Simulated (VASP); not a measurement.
A run of VASP 6.6.1:

INCAR

```
SYSTEM = CdS
ALGO     = Normal         ! electronic algorithm
EDIFF    = 1E-7           ! SCF threshold, eV
ENCUT    = 520            ! plane-wave cutoff, eV
GGA      = PE             ! functional
ISIF     = 2              ! what is computed and relaxed
ISMEAR   = 0              ! smearing method
LASPH    = .TRUE.         ! aspherical terms in the spheres
LCHARG   = .FALSE.        ! write CHGCAR
LREAL    = .FALSE.        ! projectors in reciprocal space
LWAVE    = .FALSE.        ! write WAVECAR
NBANDS   = 16             ! bands
NELM     = 60             ! most SCF steps
PREC     = Accurate       ! precision mode
SIGMA    = 0.020999999999999998 ! smearing width, eV
```

The input KPOINTS:

```
k-points
0
G
  8 8 8
  0 0 0
```

The input POSCAR:

```
CdS
1.0
    0.0000000000      2.9165000000      2.9165000000
    2.9165000000      0.0000000000      2.9165000000
    2.9165000000      2.9165000000      0.0000000000
Cd S
1 1
Direct
    0.0000000000      0.0000000000      0.0000000000
    0.7500000000      0.7500000000      0.7500000000
```

Potentials or basis: VASP PAW PBE potentials, release 64 (Cd, S).

Command:

```bash
$ cat potpaw_PBE.64/Cd/POTCAR potpaw_PBE.64/S/POTCAR > POTCAR
$ mpirun -np 1 vasp_std > vasp.out
```

Hardware: 1 thread of AMD EPYC 7R13, on a shared host.

Problem. Estimate the wall time of this run.

Solution. Run time: 56 s on 1 thread of AMD EPYC 7R13, with other jobs on the host, peak memory 0.15 GiB. Counts: scf iterations 15, k points 29.
